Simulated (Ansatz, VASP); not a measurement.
# One calculation of BaTiO3, two programs

The input INCAR:

```
SYSTEM = BaTiO3
ALGO = Normal
EDIFF = 1E-6
ENCUT = 520
GGA = PS
ISIF = 2
ISMEAR = 0
LASPH = .True.
LCHARG = .False.
LREAL = .False.
LWAVE = .False.
NBANDS = 28
NELM = 60
PREC = Accurate
SIGMA = 0.01
```

File KPOINTS:

```
k-points
0
Gamma
  6 6 6
  0 0 0
```

The input POSCAR:

```
BaTiO3
1.0
    3.9041404363      0.0000000000      0.0000000000
    0.0000000000      2.7789878318      2.7870694172
    0.0000000000     -2.7789878318      2.7870694172
Ba Ti O
1 1 3
Direct
    0.0000000000      0.0000000000      0.0000000000
    0.5000000000      0.5124000000      0.5124000000
    0.0000000000      0.4874000000      0.4874000000
    0.5000000000      0.5052400000      0.9918400000
    0.5000000000      0.9918400000      0.5052400000
```

Input for Ansatz:

```yaml
crystal:
  lattice:
    - [3.9041404362858705, 0.0, 0.0]
    - [0.0, 2.7789878318151766, 2.78706941721208]
    - [0.0, -2.7789878318151766, 2.78706941721208]
  atoms:
    - { symbol: Ba, position: [0.0, 0.0, 0.0] }
    - { symbol: Ti, position: [0.5, 0.5124, 0.5124] }
    - { symbol: O, position: [0.0, 0.4874, 0.4874] }
    - { symbol: O, position: [0.5, 0.50524, 0.99184] }
    - { symbol: O, position: [0.5, 0.99184, 0.50524] }
basis:
  ecutwfc: 510.0
kpoints:
  mp_grid:
    grid: [6, 6, 6]
hamiltonian:
  xc: pbesol
scf:
  convergence:
    dr2_threshold: 1.0e-10
  occupations:
    method: fixed
output:
  stress: true
```

Alike in both runs: task single point; functional PBEsol; k mesh 6 × 6 × 6; no spin polarisation.

|  | VASP | Ansatz |
| --- | --- | --- |
| version | VASP 6.6.1 | Ansatz 0.2.0 |
| potentials or method | VASP PAW PBE potentials, release 64 (Ba_sv, Ti_sv, O), cutoff 520 eV | plane waves, PAW |
| occupations | gaussian, width 0.01 eV | fixed |
| valence electrons in the cell | 40 | 40 |

VASP gave:

* pressure (GPa): 9.8
* traceless stress, the component that is largest in VASP (GPa): -0.43

Task: Which values does Ansatz return?

Result: Pressure (GPa): 7.5; traceless stress, the component that is largest in VASP (GPa): -0.44.

VASP's potentials were made for PBE, not for PBEsol.

Spin-orbit coupling is off throughout.
